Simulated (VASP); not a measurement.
# Si32Au (a cell with a defect): single point with PBE

Si32Au (a cell with a defect):

```
CELL_PARAMETERS angstrom
5.47009 -5.47009 5.47009
-5.47009 -5.47009 -5.47009
5.47009 5.47009 -5.47009
ATOMIC_POSITIONS crystal
Si 0.49968 0.00013 0.74766
Si 0.74770 0.00012 0.49964
Si 0.72947 0.74098 0.72949
Si 0.99980 0.01143 0.27056
Si 0.00000 0.74838 0.48957
Si 0.00002 0.49622 0.74806
Si 0.27068 0.01151 0.99982
Si 0.25201 0.74815 0.25198
Si 0.24807 0.50048 0.50037
Si 0.25244 0.25253 0.75202
Si 0.48962 0.74836 0.99996
Si 0.50043 0.50050 0.24804
Si 0.51038 0.25878 0.51034
Si 0.74812 0.49625 0.99998
Si 0.75207 0.25252 0.25240
Si 0.00004 0.24884 0.99999
Si 0.49982 0.24964 0.75191
Si 0.75194 0.24962 0.49976
Si 0.74768 0.00144 0.74765
Si 0.00004 0.25377 0.25234
Si 0.00008 0.00140 0.51134
Si 0.00007 0.73871 0.73047
Si 0.25240 0.25380 0.00001
Si 0.26953 0.00817 0.26955
Si 0.25220 0.74985 0.50026
Si 0.24808 0.49769 0.74781
Si 0.51140 0.00139 0.00005
Si 0.50030 0.74987 0.25216
Si 0.48883 0.49015 0.48879
Si 0.73059 0.73878 0.00008
Si 0.74786 0.49769 0.24803
Si 0.00006 0.50052 0.00002
Au 0.00029 0.87926 0.00012
```

* Program: VASP 6.6.1
* Task: single point
* Functional: PBE
* Potentials or basis: VASP PAW PBE potentials, release 64 (Si, Au)
* Cutoff: 520 eV
* k mesh: 2 × 2 × 2, shifted
* Occupations: gaussian, width 0.02 eV
* Spin: no spin polarisation

```
Largest force : 0.025 eV/Å
```

Forces in eV/Å, atoms in the order of the input:
```
Si   0.001  0.001 -0.001
Si   0.001 -0.001  0.001
Si   0.024 -0.005 -0.004
Si  -0.002 -0.008  0.023
Si  -0.003 -0.004  0.006
Si   0.001  0.001  0.002
Si  -0.002  0.023 -0.007
Si   0.002  0.001  0.001
Si   0.000 -0.001  0.001
Si  -0.001  0.002  0.001
Si  -0.003  0.004 -0.004
Si   0.000  0.002 -0.001
Si   0.006 -0.003 -0.003
Si   0.001  0.002  0.001
Si  -0.001  0.001  0.001
Si  -0.005 -0.005 -0.005
Si   0.000  0.000 -0.001
Si  -0.001 -0.001  0.000
Si  -0.012 -0.006 -0.006
Si  -0.006 -0.006 -0.012
Si  -0.003 -0.002  0.002
Si   0.007  0.009  0.000
Si  -0.006 -0.012 -0.006
Si   0.000  0.006  0.008
Si   0.000 -0.001 -0.001
Si  -0.001 -0.001  0.000
Si  -0.002  0.001 -0.001
Si   0.000 -0.001 -0.001
Si   0.001 -0.002 -0.002
Si   0.007 -0.001  0.010
Si  -0.001  0.000  0.000
Si  -0.002 -0.002 -0.002
Au  -0.003  0.008  0.002
```

Levels at points of the mesh, in eV from the Fermi level:
| k point | band 66 | band 67 | band 68 | band 69 | band 70 | band 71 | band 72 | band 73 |
| --- | --- | --- | --- | --- | --- | --- | --- | --- |
| (0.25, 0.25, 0.25) | -0.58 | -0.51 | -0.14 | -0.13 | 1.12 | 1.32 | 1.59 | 1.62 |

It took 6.9 min on 1 thread of Intel(R) Xeon(R) Platinum 8259CL CPU @ 2.50GHz (Skylake/Cascade Lake) (shared host), peak memory 0.74 GiB.

Caveat: the cell carries a net charge on a neutralising background, which shifts energy and pressure; the cell is charged against a uniform background, so pressure and absolute levels hang on convention; spin-orbit coupling is left out, which moves the levels of the heavy elements.
